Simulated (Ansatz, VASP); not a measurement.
**Two plane-wave programs on Au**

```
Au
1.0
     0.00000    2.07491    2.07491
     2.07491    0.00000    2.07491
     2.07491    2.07491    0.00000
Au
1
Direct
  0.00000 0.00000 0.00000
```

Alike in both runs: task single point; functional r2SCANh; k mesh 6 × 6 × 6; occupations fermi-dirac, width 0.05 eV; no spin polarisation.

|  | VASP | Ansatz |
| --- | --- | --- |
| version | VASP 6.6.1 | Ansatz 0.2.0 |
| potentials or method | VASP PAW PBE potentials, release 64 (Au) | Ansatz PAW |
| plane-wave cutoff (eV) | 440 | 500 |
| valence electrons in the cell | 11 | 19 |

|  | VASP | Ansatz | Ansatz less VASP |
| --- | --- | --- | --- |
| gap on the k mesh at the Fermi level (eV) | none | none | - |
| pressure (GPa) | -1.9 | -2.2 | -0.24 |

VASP's potentials were made for PBE, not for r2SCANh. A gap of «none» marks a metal or a gap that the smearing closes. The functional is the same, so the differences come from potentials, cutoffs and numerics. VASP's potentials hold 11 valence electrons a cell and Ansatz's 19, so a difference there can come from the potentials and not from the codes.

The k mesh is coarse, so the values compare programs but aren't converged. Neither program's run includes spin-orbit coupling.
